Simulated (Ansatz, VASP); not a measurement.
## KCl: VASP beside Ansatz

```
K Cl
1.0
     3.63400    0.05451    0.05451
     0.05451    3.63400    0.05451
     0.05451    0.05451    3.63400
K Cl
1 1
Direct
  0.00000 0.00000 0.00000
  0.50000 0.50000 0.50000
```

Change from the starting cell: equal xy, yz and zx shear strains of +3 %, crystal datasets.

Alike in both runs: task electric field gradients; functional PBEsol; k mesh 7 × 7 × 7; occupations fermi-dirac, width 0.02 eV; no spin polarisation.

|  | VASP | Ansatz |
| --- | --- | --- |
| version | VASP 6.6.1 | Ansatz 0.2.0 |
| potentials or method | VASP PAW PBE potentials, release 64 (K_sv, Cl), cutoff 400 eV | all-electron PAW with datasets made for the crystal, scalar-relativistic |

```tsv
	VASP	Ansatz	Ansatz less VASP
gap on the k mesh at the Fermi level (eV)	5.40	5.40	+0.006
pressure (GPa)	2.5	2.4	-0.11
traceless stress, the component that is largest in VASP (GPa)	-0.33	-0.32	+0.012
size of Vzz on the site where it differs most (V/Å²)	6.4	6.3	-0.14
```

VASP's potentials were made for PBE, not for PBEsol. Ansatz ran all-electron here, and VASP with PAW potentials.
